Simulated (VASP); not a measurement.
# Zr (Fd-3m) in VASP: relaxation of cell and atoms with PBEsol

Aim: the relaxation of cell and atoms of Zr with PBEsol.

All numbers are computed with VASP 6.6.1; they aren't measurements. Logs are shortened: lines on timing, memory, paths and dates and some standing lists are left out, and cuts for length are marked.

## 1. The cell of the first run

Symmetry: Fd-3m, No. 227, cubic system. The conventional cell has a = 6.141 Å, b = 6.141 Å, c = 6.141 Å, α = 90.00°, β = 90.00°, γ = 90.00°. Within 3.5 Å of Zr (site symmetry -43m) lie 4 Zr at 2.66 Å.

This isn't the form of Zr at room conditions, which is hcp.

## 2. Relaxation of cell and atoms, PBEsol

The input, INCAR:

```
PREC = Accurate
ENCUT = 600
EDIFF = 1E-6
ISMEAR = 0
SIGMA = 0.1
LREAL = False
LASPH = True
NELM = 60
ALGO = Fast
ISIF = 3
LWAVE = False
LCHARG = False
GGA = PS
IBRION = 2
NSW = 100
EDIFFG = -0.01
```

The input, KPOINTS:

```
Automatic mesh
0
Gamma
  16 16 16
```

The input, POSCAR:

```
Zr
1.0
    0.0000000000      3.0702503457      3.0702503457
    3.0702503457      0.0000000000      3.0702503457
    3.0702503457      3.0702503457      0.0000000000
Zr
2
Direct
    0.0000000000      0.0000000000      0.0000000000
    0.2500000000      0.2500000000      0.2500000000
```

Potentials or basis: VASP PAW PBE potentials, release 64 (Zr_sv).

The run is started by

```
cat potpaw_PBE.64/Zr_sv/POTCAR > POTCAR
mpirun -np 1 vasp_std > vasp.out
```

OUTCAR:

```text
PREC = Accurate
   ENCUT = 600
   EDIFF = 1E-6
   ISMEAR = 0
   LREAL = False
   LASPH = True
   NELM = 60
   ISIF = 3
   GGA = PS
   IBRION = 2
   NSW = 100
   EDIFFG = -0.01

 ion  position               nearest neighbor table
   1  0.000  0.000  0.000-   2 2.66   2 2.66   2 2.66   2 2.66
   2  0.250  0.250  0.250-   1 2.66   1 2.66   1 2.66   1 2.66

  LATTYP: Found a face centered cubic cell.
 ALAT       =     6.1405006914

  Lattice vectors:

 A1 = (   0.0000000000,   3.0702503457,   3.0702503457)
 A2 = (   3.0702503457,   0.0000000000,   3.0702503457)
 A3 = (   3.0702503457,   3.0702503457,   0.0000000000)

Analysis of symmetry for initial positions (statically):
=====================================================================
 Subroutine PRICEL returns:
 Original cell was already a primitive cell.

 Routine SETGRP: Setting up the symmetry group for a
 face centered cubic supercell.

 Subroutine GETGRP returns: Found 48 space group operations
 (whereof 24 operations were pure point group operations)
 out of a pool of 48 trial point group operations.

The static configuration has the point symmetry T_d .
 The point group associated with its full space group is O_h .

Analysis of symmetry for dynamics (positions and initial velocities):
=====================================================================
 Subroutine PRICEL returns:
 Original cell was already a primitive cell.

 Routine SETGRP: Setting up the symmetry group for a
 face centered cubic supercell.

 Subroutine GETGRP returns: Found 48 space group operations
 (whereof 24 operations were pure point group operations)
 out of a pool of 48 trial point group operations.

The dynamic configuration has the point symmetry T_d .
 The point group associated with its full space group is O_h .

 Subroutine INISYM returns: Found 48 space group operations
 (whereof 24 operations are pure point group operations),
 and found     1 'primitive' translations

[... 150 lines left out ...]
  --------------------------------------------------------------------------------------
  -------------------------------------------------------------------------------------
  Total        0.0415747      0.0415747      0.0415747      0.0000000      0.0000000     -0.0000000
  in kB        1.1507691      1.1507691      1.1507691      0.0000000      0.0000000     -0.0000000
  external PRESSURE =       1.1507691 kB  Pullay stress =       0.0000000 kB

 VOLUME and BASIS-vectors are now :
 -----------------------------------------------------------------------------
  energy-cutoff  :      600.00
  volume of cell :       57.88
      direct lattice vectors                 reciprocal lattice vectors
     0.000000000  3.070250346  3.070250346    -0.162853170  0.162853170  0.162853170
     3.070250346  0.000000000  3.070250346     0.162853170 -0.162853170  0.162853170
     3.070250346  3.070250346  0.000000000     0.162853170  0.162853170 -0.162853170

 POSITION                                       TOTAL-FORCE (eV/Angst)
 -----------------------------------------------------------------------------------
      0.00000      0.00000      0.00000         0.000000      0.000000      0.000000
      1.53513      1.53513      1.53513        -0.000000     -0.000000     -0.000000
 -----------------------------------------------------------------------------------
    total drift:                                0.000000      0.000000      0.000000

  FREE ENERGIE OF THE ION-ELECTRON SYSTEM (eV)
  ---------------------------------------------------
  free  energy   TOTEN  =       -13.2834281335 eV

  energy  without entropy=      -13.2579591947  energy(sigma->0) =      -13.27069366

--------------------------------------- Ionic step        2  -------------------------------------------

 number of electron      24.0000000 magnetization

 Free energy of the ion-electron system (eV)
  ---------------------------------------------------
  ext. energy  EPLUGINS =         0.00000000
  ---------------------------------------------------
  free energy    TOTEN  =       -13.28346751 eV

  energy without entropy =      -13.25798910  energy(sigma->0) =      -13.27072830

 E-fermi :   6.0022     XC(G=0):  -9.9236

 val. band max:        5.9978022805   @ k =  -0.4375   0.4375   0.0625
 cond. band min:       6.0040478584   @ k =  -0.4375   0.1250   0.0625
 fundamental gap:      0.0062455779
 Fermi energy:         6.0022164337

 k-point     1 :       0.0000    0.0000    0.0000
  band No.  band energies     occupation
      1     -42.8122      2.00000
      2     -42.1087      2.00000
      3     -21.2124      2.00000
      4     -21.2124      2.00000
      5     -21.2124      2.00000
      6     -20.0621      2.00000
[... 433 lines left out ...]
      3     -21.2388      2.00000
      4     -21.2230      2.00000
      5     -21.2062      2.00000
      6     -20.0685      2.00000
[... 8 lines left out ...]
     15       7.9341      0.00000
     16       8.1957      0.00000

 [... further k-points ...]

------------------------ aborting loop because EDIFF is reached ----------------------------------------

  FORCE on cell =-STRESS in cart. coord.  units (eV):
  Direction    XX          YY          ZZ          XY          YZ          ZX
  --------------------------------------------------------------------------------------
  -------------------------------------------------------------------------------------
  Total       -0.0044009     -0.0044009     -0.0044009      0.0000000      0.0000000     -0.0000000
  in kB       -0.1214502     -0.1214502     -0.1214502      0.0000000      0.0000000     -0.0000000
  external PRESSURE =      -0.1214502 kB  Pullay stress =       0.0000000 kB

 VOLUME and BASIS-vectors are now :
 -----------------------------------------------------------------------------
  energy-cutoff  :      600.00
  volume of cell :       58.06
      direct lattice vectors                 reciprocal lattice vectors
     0.000000000  3.073329305  3.073329305    -0.162690018  0.162690018  0.162690018
     3.073329305  0.000000000  3.073329305     0.162690018 -0.162690018  0.162690018
     3.073329305  3.073329305 -0.000000000     0.162690018  0.162690018 -0.162690018

 POSITION                                       TOTAL-FORCE (eV/Angst)
 -----------------------------------------------------------------------------------
      0.00000      0.00000      0.00000        -0.000000     -0.000000     -0.000000
      1.53666      1.53666      1.53666         0.000000      0.000000      0.000000
 -----------------------------------------------------------------------------------
    total drift:                                0.000000      0.000000      0.000000

  FREE ENERGIE OF THE ION-ELECTRON SYSTEM (eV)
  ---------------------------------------------------
  free  energy   TOTEN  =       -13.2834675102 eV

  energy  without entropy=      -13.2579890976  energy(sigma->0) =      -13.27072830

 reached required accuracy - stopping structural energy minimisation
```

It took 2.2 min on 1 thread of Intel Xeon 6975P-C (Granite Rapids), shared host; peak memory 0.31 GiB.

What came out:

* Free energy: -13.2835 eV
* Relaxed volume: 29.03 Å³/atom
* Relaxed cell: a = 4.346 Å, b = 4.346 Å, c = 4.346 Å, α = 60.00°, β = 60.00°, γ = 60.00°
* Space group after relaxing (to 0.1 Å): Fd-3m (No. 227)
* Energy gained by relaxing: 0.0 meV/atom
* Ionic steps: 2
* Pressure after relaxing: 0.0 GPa
* Band gap on the k mesh: zero (bands 12 and 13 overlap by 0.26 eV)

Final structure:
```
CELL_PARAMETERS angstrom
0.00000 3.07333 3.07333
3.07333 0.00000 3.07333
3.07333 3.07333 0.00000
ATOMIC_POSITIONS crystal
Zr 0.00000 0.00000 0.00000
Zr 0.25000 0.25000 0.25000
```

Caveat: the PAW data sets were made with another functional, which shifts forces and pressure a little.
